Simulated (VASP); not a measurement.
TaVN2: relaxation of cell and atoms with LDA

TaVN2:

```xyz
4
Lattice="3.0499 0.0000 0.0000 0.0000 3.0499 0.0000 0.0000 0.0000 4.2961" Properties=species:S:1:pos:R:3 pbc="T T T"
Ta    0.0000    0.0000    0.0000
V     1.5249    1.5249    2.1480
N     1.5249    1.5249    0.0000
N     0.0000    0.0000    2.1480
```

| Item | Value |
| --- | --- |
| Program | VASP 6.6.1 |
| Task | relaxation of cell and atoms |
| Functional | LDA |
| Potentials or basis | VASP PAW LDA potentials, release 64 (Ta_pv, V_sv, N) |
| Cutoff | 600 eV |
| k mesh | 9 × 9 × 6 |
| Occupations | fermi-dirac, width 0.05 eV |
| Spin | collinear spin, ferromagnetic start |
| Starting moments | [0.0, 2.0, 0.0, 0.0] μB |
| Dipole correction | no |
| Further INCAR settings | ALGO = Normal; EDIFF = 1e-06; IBRION = 2; EDIFFG = -0.01; NSW = 60; ISIF = 3 |

| Property | Result |
| --- | --- |
| Relaxed volume | 9.45 Å³/atom |
| Relaxed cell | a = 2.998 Å, b = 2.998 Å, c = 4.206 Å, α = 90.00°, β = 90.00°, γ = 90.00° |
| Space group after relaxing (to 0.1 Å) | P4/mmm (No. 123) |
| Energy gained by relaxing | 32.2 meV/atom |
| Ionic steps | 11 |
| Pressure after relaxing | 0.0 GPa |
| Band gap on the k mesh | zero (filled and empty bands overlap) |
| Net moment | 0.00 μB per cell |
| Valence electrons inside the program's atomic spheres | Ta 9.11; V 11.68; N 3.77, 3.72 |

The path:
```tsv
step	energy change (eV)	largest force (eV/Å)	pressure (GPa)	volume (Å³)
1	0.0000	0.0000	-18.03	39.96
2	0.4640	0.0000	52.32	33.80
3	-0.1284	0.0000	-0.73	37.88
4	-0.1286	0.0000	-0.18	37.81
5	-0.1286	0.0000	0.32	37.77
6	-0.1286	0.0000	-0.55	37.86
7	-0.1287	0.0000	-0.13	37.81
8	-0.1287	0.0000	-0.08	37.81
9	-0.1287	0.0000	-0.20	37.81
10	-0.1287	0.0000	0.16	37.78
11	-0.1287	0.0000	-0.05	37.80
```

Final structure:
```
Ta V N
1.0
     2.99793    0.00000    0.00000
     0.00000    2.99793    0.00000
     0.00000    0.00000    4.20605
Ta V N
1 1 2
Direct
  0.00000 0.00000 0.00000
  0.50000 0.50000 0.50000
  0.50000 0.50000 0.00000
  0.00000 0.00000 0.50000
```

Levels at points of the mesh, in eV from the Fermi level:
Spin up:
| k point | band 15 | band 16 | band 17 | band 18 | band 19 | band 20 |
| --- | --- | --- | --- | --- | --- | --- |
| (0.00, 0.00, 0.00) | -2.96 | -2.91 | -1.70 | -1.70 | -1.58 | -0.32 |
| (0.00, 0.00, 0.50) | -4.31 | -4.25 | -2.70 | -0.05 | 0.67 | 0.67 |
Spin down:
| k point | band 13 | band 14 | band 15 | band 16 | band 17 | band 18 | band 19 | band 20 | band 21 | band 22 |
| --- | --- | --- | --- | --- | --- | --- | --- | --- | --- | --- |
| (0.00, 0.00, 0.00) | -4.14 | -2.96 | -2.96 | -2.91 | -1.70 | -1.70 | -1.58 | -0.32 | -0.20 | 1.82 |
| (0.00, 0.00, 0.50) | -4.34 | -4.31 | -4.31 | -4.25 | -2.70 | -0.05 | 0.67 | 0.67 | 1.46 | 2.24 |

It took 7 min on 1 thread of AMD EPYC 9R45 96-Core Processor (Zen 5) (shared host), peak memory 0.21 GiB.

Caveat: the moments typed at the start vanished in this run; spin-orbit coupling is left out, which moves the levels of the heavy elements. With open d or f shells a metallic result of LDA can be an artefact of self-interaction; +U or a hybrid may open a gap.
